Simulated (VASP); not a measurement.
# Ru (P6_3/mmc) in VASP: a series of runs, part 2 of 2

VASP 6.6.1.

**4. Single point, LDA**

This run uses another cell than the first one, of 9.42 Å³/atom, 1.125 times its volume.

INCAR

```
ALGO     = Normal         # electronic algorithm
EDIFF    = 1E-6           # SCF threshold, eV
ENCUT    = 520            # plane-wave cutoff, eV
ISIF     = 2              # what is computed and relaxed
ISMEAR   = -1             # smearing method
LASPH    = T              # aspherical terms in the spheres
LCHARG   = T              # write CHGCAR
LELF     = T              # ELF
LREAL    = F              # projectors in reciprocal space
LVHAR    = T            
LWAVE    = F              # write WAVECAR
NBANDS   = 21             # bands
NELM     = 60             # most SCF steps
PREC     = Accurate       # precision mode
SIGMA    = 0.05           # smearing width, eV
```

KPOINTS

```
k-points
0
Gamma
  18 18 10
```

POSCAR

```
Ru
1.0
    2.3879927603      0.0000000000      0.0000000000
   -1.1939963801      2.0680623944      0.0000000000
    0.0000000000      0.0000000000      3.8155222410
Ru
2
Direct
    0.3333333333      0.6666666667      0.2500000000
    0.6666666667      0.3333333333      0.7500000000
```

Potentials or basis: VASP PAW LDA potentials, release 64 (Ru_pv).

Launch:

```sh
$ cat potpaw_LDA.64/Ru_pv/POTCAR > POTCAR
$ mpirun -np 1 vasp_std > vasp.out
```

OUTCAR:

```text
EDIFF = 1E-6
   ENCUT = 520
   ISIF = 2
   ISMEAR = -1
   LASPH = T
   LREAL = F
   NELM = 60
   PREC = Accurate

 ion  position               nearest neighbor table
   1  0.333  0.667  0.250-   2 2.35   2 2.35   2 2.35   2 2.35   2 2.35   2 2.35   2 3.35   2 3.35
                             2 3.35   2 3.35   2 3.35   2 3.35
   2  0.667  0.333  0.750-   1 2.35   1 2.35   1 2.35   1 2.35   1 2.35   1 2.35   1 3.35   1 3.35
                             1 3.35   1 3.35   1 3.35   1 3.35

  LATTYP: Found a hexagonal cell.
 ALAT       =     2.3879927603
 C/A-ratio  =     1.5977947272

  Lattice vectors:

 A1 = (   2.3879927603,   0.0000000000,   0.0000000000)
 A2 = (  -1.1939963801,   2.0680623944,   0.0000000000)
 A3 = (   0.0000000000,   0.0000000000,   3.8155222410)

Analysis of symmetry for initial positions (statically):
=====================================================================
 Subroutine PRICEL returns:
 Original cell was already a primitive cell.

 Routine SETGRP: Setting up the symmetry group for a
 hexagonal supercell.

 Subroutine GETGRP returns: Found 24 space group operations
 (whereof 12 operations were pure point group operations)
 out of a pool of 24 trial point group operations.

The static configuration has the point symmetry D_3d.
 The point group associated with its full space group is D_6h.

Analysis of symmetry for dynamics (positions and initial velocities):
=====================================================================
 Subroutine PRICEL returns:
 Original cell was already a primitive cell.

 Routine SETGRP: Setting up the symmetry group for a
 hexagonal supercell.

 Subroutine GETGRP returns: Found 24 space group operations
 (whereof 12 operations were pure point group operations)
 out of a pool of 24 trial point group operations.

The dynamic configuration has the point symmetry D_3d.
 The point group associated with its full space group is D_6h.

 Subroutine INISYM returns: Found 24 space group operations
[... 107 lines left out ...]
   PSTRESS=    0.0 pullay stress
   NELECT =      28.0000    total number of electrons
   NUPDOWN=      -1.0000    fix difference up-down
   EMIN   =  10.00;   EMAX   =-10.00  energy-range for DOS
   EFERMI =   0.00;   METHOD = LEGACY
   ISMEAR =    -1;   SIGMA  =   0.05  broadening in eV -4-tet -1-fermi 0-gaus
   EFERMI_NEDOS =   21; number of points for ismear=-14 and -15
   IALGO  =     38    algorithm
   IMIX   =      4    mixing-type and parameters
     AMIX     =   0.40;   BMIX     =  1.00
     AMIX_MAG =   1.60;   BMIX_MAG =  1.00
  volume/ion in A,a.u.               =       9.42        63.58
  Fermi-wavevector in a.u.,A,eV,Ry     =   1.868145  3.530283 47.483877  3.489967
  Thomas-Fermi vector in A             =   2.914467
   LORBIT       =      0    0 simple, 1 ext, 2 COOP (PROOUT), +10 PAW based schemes
   GGA     = CA    functional components
   LHFCALC =     F    Hartree Fock is set to
   AEXX    =    0.0000 exact exchange contribution
   IVDW    =     0    specifies the selected vdW correction
   LEPSILON=     F    determine dielectric tensor
   LRPA    =     F    only Hartree local field effects (RPA)
 non-spin polarized calculation
  energy-cutoff  :      520.00
  volume of cell :       18.84
 maximum number of plane-waves:       537
 NGX is ok and might be reduce to    18
   NGX =  9   NGY =  9   NGZ = 15

 number of electron      28.0000018 magnetization

 Free energy of the ion-electron system (eV)
  ---------------------------------------------------
  ext. energy  EPLUGINS =         0.00000000
  ---------------------------------------------------
  free energy    TOTEN  =       -16.92818364 eV

  energy without entropy =      -16.91924357  energy(sigma->0) =      -16.92371361

 E-fermi :  20.6910     XC(G=0): -16.7291

 val. band max:       20.6693397254   @ k =   0.2778  -0.0000   0.0000
 cond. band min:      20.6919642171   @ k =   0.3333   0.0556   0.3000
 fundamental gap:      0.0226244917
 Fermi energy:        20.6909515333

 k-point     1 :       0.0000    0.0000    0.0000
  band No.  band energies     occupation
      1     -25.0418      2.00000
      2     -22.0887      2.00000
      3     -22.0887      2.00000
      4     -21.6099      2.00000
      5     -21.6099      2.00000
      6     -21.5160      2.00000
[... 565 lines left out ...]
     20      32.1540      0.00000
     21      35.7610      0.00000

 [... further k-points ...]
[... 5 lines left out ...]
  --------------------------------------------------------------------------------------
  -------------------------------------------------------------------------------------
  Total       30.8714142     30.8714142     30.9078543      0.0000000      0.0000000      0.0000000
  in kB     2624.9224292   2624.9224290   2628.0208479      0.0000001      0.0000000      0.0000000
  external PRESSURE =    2625.9552353 kB  Pullay stress =       0.0000000 kB

 VOLUME and BASIS-vectors are now :
 -----------------------------------------------------------------------------
  energy-cutoff  :      520.00
  volume of cell :       18.84
      direct lattice vectors                 reciprocal lattice vectors
     2.387992760  0.000000000  0.000000000     0.418761739  0.241772202  0.000000000
    -1.193996380  2.068062394  0.000000000     0.000000000  0.483544405  0.000000000
     0.000000000  0.000000000  3.815522241     0.000000000  0.000000000  0.262087320

 POSITION                                       TOTAL-FORCE (eV/Angst)
 -----------------------------------------------------------------------------------
     -0.00000      1.37871      0.95388        -0.000000      0.000000      0.000000
      1.19400      0.68935      2.86164         0.000000      0.000000      0.000000
 -----------------------------------------------------------------------------------
    total drift:                                0.000000     -0.000000      0.000000

  FREE ENERGIE OF THE ION-ELECTRON SYSTEM (eV)
  ---------------------------------------------------
  free  energy   TOTEN  =       -16.9281836444 eV

  energy  without entropy=      -16.9192435672  energy(sigma->0) =      -16.92371361
```

stdout:

```text
POSCAR found type information on POSCAR Ru
 POSCAR found :  1 types and       2 ions
 scaLAPACK will be used
 LDA part: xc-table for (Slater(with rela. corr.)+CA(PZ))
 , standard interpolation
 POSCAR, INCAR and KPOINTS ok, starting setup
 FFT: planning ... GRIDC
 FFT: planning ... GRID_SOFT
 FFT: planning ... GRID
 WAVECAR not read
 entering main loop
```

It took 1.7 min on 1 thread of AMD EPYC 7R13, shared host; peak memory 0.15 GiB.

Results:

| Item | Value |
| --- | --- |
| Free energy | -16.9282 eV |
| Pressure | 262.6 GPa |
| Band gap on the k mesh | zero (band 14 reaches 23.40 eV, above the bottom of band 15 at 17.84 eV) |

Levels at points of the mesh, in eV from the Fermi level:
```csv
k point,band 10,band 11,band 12,band 13,band 14,band 15,band 16,band 17,band 18,band 19
"(0.00, 0.00, 0.00)",-4.54,-4.36,-3.35,-3.35,-2.31,-2.31,1.93,1.93,2.27,9.79
"(0.50, 0.00, 0.00)",-5.12,-3.29,-2.42,-2.05,2.71,3.44,3.44,6.90,9.64,9.79
"(0.00, 0.00, 0.50)",-4.75,-4.75,-4.75,-3.73,-3.73,0.99,0.99,0.99,0.99,9.79
"(0.50, 0.00, 0.50)",-7.77,-1.83,-1.83,0.99,0.99,3.14,3.14,5.59,5.59,9.79
```
